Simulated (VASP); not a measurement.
Wanted: the native input for a VASP 6.6.1 run.

```yaml
Task: single point
Functional: PBE
Potentials_or_basis: VASP PAW PBE potentials, release 64 (Si, Mo_sv)
Cutoff: 520 eV
k_mesh: 2 × 2 × 2
Occupations: gaussian, width 0.05 eV
Spin: no spin polarisation
Dipole_correction: no
Further_INCAR_settings: LREAL = Auto; ALGO = Normal; EDIFF = 1e-07; NBANDS = 98
```

The structure of Si16Mo7 (a cell with a defect) lies in POSCAR:

```
Si16Mo7
1.0
    6.4085290000      0.0000000000      0.0000000000
    0.0000000000      6.4085290000      0.0000000000
    0.0000000000      0.0000000000      7.8161920000
Si Mo
16 7
Direct
    0.0013290101      0.0087341416      0.6699426012
    0.0003191060      0.0092501727      0.3320444278
    0.4991529257     -0.0117521509      0.6672832500
    0.4971218824     -0.0162280611      0.3347850206
    0.0011160127      0.4932922984      0.6687424004
   -0.0002665198      0.4895948821      0.3254825368
    0.2685992370      0.2562397705      0.1711774736
    0.2598059555      0.2571602625      0.8336156532
    0.5003068567      0.5093577637      0.6660921328
    0.4985551286      0.5135963339      0.3357670845
    0.7158141907      0.2507609781      0.1803946218
    0.7313835983      0.2533523684      0.8248493640
    0.2387507336      0.7437394759      0.1575462834
    0.2373575902      0.7426857240      0.8393014143
    0.7663612040      0.7479313896      0.1586202079
    0.7706108531      0.7455091488      0.8392867012
   -0.0092135028      0.0674107896      0.0068184098
    0.4985086281      0.0000263711     -0.0003703850
    0.2532028801      0.2527235189      0.5015818445
    0.5049956082      0.5080239163     -0.0008642316
    0.7467384481      0.2526528319      0.5016809976
    0.2451314490      0.7522047571      0.4996731145
    0.7563163091      0.7517250839      0.4991611004
```

The input as run:

INCAR

```
PREC     = Accurate       # precision mode
ENCUT    = 520            # plane-wave cutoff, eV
EDIFF    = 1E-7           # SCF threshold, eV
ISMEAR   = 0              # smearing method
SIGMA    = 0.05           # smearing width, eV
LREAL    = Auto         
LASPH    = T              # aspherical terms in the spheres
NELM     = 100            # most SCF steps
ALGO     = Normal         # electronic algorithm
ISIF     = 2              # what is computed and relaxed
LWAVE    = F              # write WAVECAR
LCHARG   = T              # write CHGCAR
GGA      = PE             # functional
LELF     = T              # ELF
LVHAR    = T            
NBANDS   = 98             # bands
```

KPOINTS

```
Automatic mesh
0
Gamma
  2 2 2
```

Potentials or basis: VASP PAW PBE potentials, release 64 (Si, Mo_sv).

Run with:

```sh
$ cat potpaw_PBE.64/Si/POTCAR potpaw_PBE.64/Mo_sv/POTCAR > POTCAR
$ mpirun -np 1 vasp_std > vasp.out
```

Results of the run:

- Pressure: 2.7 GPa
- Largest force: 3.825 eV/Å
- Band gap on the k mesh: zero (bands 81 and 82 overlap by 0.71 eV)

Caveat: the k points lie up to 0.49 Å⁻¹ apart, too coarse for converged energies and pressures of a metal.

Wall time 7.4 min on 1 thread of Intel(R) Xeon(R) Platinum 8488C (Sapphire Rapids), with other jobs on the host, peak memory 0.42 GiB.
